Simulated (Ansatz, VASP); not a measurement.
W in VASP and in Ansatz

```
W
1.0
    -1.55737    1.55737    1.51744
     1.55737   -1.55737    1.51744
     1.55737    1.55737   -1.51744
W
1
Cartesian
  0.0000 0.0000 0.0000
```

Change from the starting cell: strain -0.025 along x and y, -0.050 along z, atoms carried along.

Alike in both runs: task single point; functional PBE; k mesh 20 × 20 × 20; occupations gaussian, width 0.15 eV; no spin polarisation.

|  | VASP | Ansatz |
| --- | --- | --- |
| version | VASP 6.6.1 | Ansatz 0.2.0 |
| potentials or method | VASP PAW PBE potentials, release 64 (W_sv), cutoff 520 eV | scalar-relativistic, plane waves, PAW |
| valence electrons in the cell | 14 | 14 |

Ansatz gave:

| Item | Value |
| --- | --- |
| gap on the k mesh at the Fermi level (eV) | none |
| pressure (GPa) | 33.7 |
| traceless stress, the component that is largest in VASP (GPa) | 7.33 |

Q: Which values does VASP return?

A: gap on the k mesh at the Fermi level (eV): none; pressure (GPa): 34.7; traceless stress, the component that is largest in VASP (GPa): 7.35.

A gap of «none» marks a metal or a gap that the smearing closes. Both programs put the cell under a high pressure, so it lies far from rest at this level.

Spin-orbit coupling is off throughout.
